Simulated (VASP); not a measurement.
## N: single point with LDA

N:

```
CELL_PARAMETERS angstrom
2.51947 0.00000 0.00000
-1.25974 2.18193 0.00000
0.00000 0.00000 2.47046
ATOMIC_POSITIONS crystal
N 0.66667 0.33333 0.25000
N 0.33333 0.66667 0.75000
```

```json
{
  "Program": "VASP 6.6.1",
  "Task": "single point",
  "Functional": "LDA",
  "Potentials or basis": "VASP PAW LDA potentials, release 64 (N)",
  "Cutoff": "520 eV",
  "k mesh": "12 × 12 × 8",
  "Occupations": "gaussian, width 0.02 eV",
  "Spin": "no spin polarisation",
  "Dipole correction": "no",
  "Further INCAR settings": "ALGO = Normal; EDIFF = 1e-06; NBANDS = 12"
}
```

The pressure is -9.9 GPa. The band gap on the k mesh is zero (band 5 reaches 7.64 eV, above the bottom of band 6 at 2.81 eV).

Stress tensor (GPa, compression positive):
```
 -4.18   0.00   0.00
  0.00  -4.18   0.00
  0.00   0.00 -21.35
```

Levels at points of the mesh, in eV from the Fermi level:
| k point | band 2 | band 3 | band 4 | band 5 | band 6 | band 7 | band 8 | band 9 |
| --- | --- | --- | --- | --- | --- | --- | --- | --- |
| (0.00, 0.00, 0.00) | -5.35 | -4.79 | -2.10 | -2.10 | 2.93 | 2.93 | 6.14 | 14.47 |
| (0.50, 0.00, 0.00) | -14.09 | -4.73 | -2.05 | -1.48 | 1.73 | 2.70 | 5.10 | 13.49 |
| (0.00, 0.00, 0.50) | -16.79 | 0.74 | 0.74 | 0.74 | 0.74 | 2.28 | 2.28 | 21.44 |
| (0.50, 0.00, 0.50) | -12.90 | -8.43 | -8.43 | -0.62 | -0.62 | 4.08 | 4.08 | 19.09 |

Run time: 14 s on 1 thread of Intel Xeon 8259CL (shared host), peak memory 0.12 GiB.
